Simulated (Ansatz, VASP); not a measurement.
## ZrO2: VASP beside Ansatz

```xyz
3
Lattice="0.0000 2.5233 2.5233 2.5233 0.0000 2.5233 2.5233 2.5233 0.0000" Properties=species:S:1:pos:R:3 pbc="T T T"
Zr    0.0000    0.0000    0.0000
O     1.2616    1.2616    1.2616
O     3.7849    3.7849    3.7849
```

Alike in both runs: task single point; functional PBE; k mesh 8 × 8 × 8; occupations gaussian, width 0.05 eV; no spin polarisation.

|  | VASP | Ansatz |
| --- | --- | --- |
| version | VASP 6.6.1 | Ansatz 0.2.0 |
| potentials or method | VASP PAW PBE potentials, release 64 (Zr_sv, O), cutoff 600 eV | scalar-relativistic, plane waves, PAW |
| valence electrons in the cell | 24 | 24 |

VASP gave:

- gap on the k mesh at the Fermi level (eV): 3.42
- least direct gap on the mesh (eV): 3.89
- pressure (GPa): 10.6

Which values does Ansatz return?

gap on the k mesh at the Fermi level (eV): 3.43; least direct gap on the mesh (eV): 3.89; pressure (GPa): 10.5.

With one functional, cell and mesh, what is left measures potentials, basis and numerics.
